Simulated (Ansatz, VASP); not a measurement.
**MgS in VASP and in Ansatz**

```
Mg S
1.0
     0.05203    2.62767    2.62767
     2.62767    0.05203    2.62767
     2.62767    2.62767    0.05203
Mg S
1 1
Direct
  0.00000 0.00000 0.00000
  0.50000 0.50000 0.50000
```

Change from the starting cell: equal xy, yz and zx shear strains of +2 %.

Alike in both runs: task single point; functional LDA; k mesh 8 × 8 × 8; occupations fermi-dirac, width 0.01 eV; no spin polarisation.

|  | VASP | Ansatz |
| --- | --- | --- |
| version | VASP 6.6.1 | Ansatz 0.2.0 |
| potentials or method | VASP PAW LDA potentials, release 64 (Mg, S), cutoff 520 eV | all-electron LAPW, scalar-relativistic |

```tsv
	VASP	Ansatz	Ansatz less VASP
gap on the k mesh at the Fermi level (eV)	2.45	2.45	+0.004
pressure (GPa)	-3.8	-3.2	+0.60
traceless stress, the component that is largest in VASP (GPa)	-1.12	-1.12	-0.003
```

LDA's correlation is that of Perdew and Zunger in VASP and of Perdew and Wang (1992) in Ansatz. Ansatz ran all-electron here, and VASP with PAW potentials.
